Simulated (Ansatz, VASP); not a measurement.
# NaH4: VASP beside Ansatz

File INCAR:

```
ALGO = Normal
EDIFF = 1E-7
ENCUT = 520
GGA = PE
ISIF = 2
ISMEAR = 0
LASPH = T
LCHARG = F
LREAL = F
LWAVE = F
NBANDS = 14
NELM = 100
PREC = Accurate
SIGMA = 0.1
```

Contents of KPOINTS:

```
k-points
0
Gamma
  6 4 4
```

POSCAR

```
NaH4
1.0
    2.8759885700      0.0000000000      0.0000000000
    0.0000000000      3.2370329200      2.7855292800
    0.0000000000     -3.2370329200      2.7855292800
Na H
1 4
Direct
    0.5000000000      0.6739683500      0.6739683500
    0.5000000000      0.3488087100      0.1591128700
    0.5000000000      0.1591128700      0.3488087100
    0.0000000000      0.1377748900      0.6015676400
    0.0000000000      0.6015676400      0.1377748900
```

Input for Ansatz:

```yaml
crystal:
  lattice:
    - [2.87598857, 0.0, 0.0]
    - [0.0, 3.23703292, 2.78552928]
    - [0.0, -3.23703292, 2.78552928]
  atoms:
    - { symbol: Na, position: [0.5, 0.67396835, 0.67396835] }
    - { symbol: H, position: [0.5, 0.34880871, 0.15911287] }
    - { symbol: H, position: [0.5, 0.15911287, 0.34880871] }
    - { symbol: H, position: [0.0, 0.13777489, 0.60156764] }
    - { symbol: H, position: [0.0, 0.60156764, 0.13777489] }
basis:
  ecutwfc: 420
kpoints:
  mp_grid: { grid: [6, 4, 4] }
hamiltonian:
  xc: pbe
scf:
  occupations: { method: gaussian, width: 0.1 }
  lower_state_search: "off"
output:
  forces: true
  stress: true
  eigenvalues: true
```

Alike in both runs: task single point; functional PBE; k mesh 6 × 4 × 4; occupations gaussian, width 0.1 eV; no spin polarisation.

|  | VASP | Ansatz |
| --- | --- | --- |
| version | VASP 6.6.1 | Ansatz 0.2.0 |
| potentials or method | VASP PAW PBE potentials, release 64 (Na_pv, H), cutoff 520 eV | scalar-relativistic, plane waves, PAW |
| valence electrons in the cell | 11 | 13 |

|  | VASP | Ansatz | Ansatz less VASP |
| --- | --- | --- | --- |
| gap on the k mesh at the Fermi level (eV) | none | none | - |
| pressure (GPa) | -6.9 | -6.8 | +0.11 |
| traceless stress, the component that is largest in VASP (GPa) | -7.85 | -7.84 | +0.005 |
| rms of the force components (eV/Å) | 0.709 | 0.709 | +0.0005 |

Atom by atom the forces differ by 0.001 eV/Å (rms over components). A gap of «none» marks a metal or a gap that the smearing closes. VASP's potentials hold 11 valence electrons a cell and Ansatz's 13, so a difference there can come from the potentials and not from the codes.

The k mesh is coarse, so the values compare programs but aren't converged.
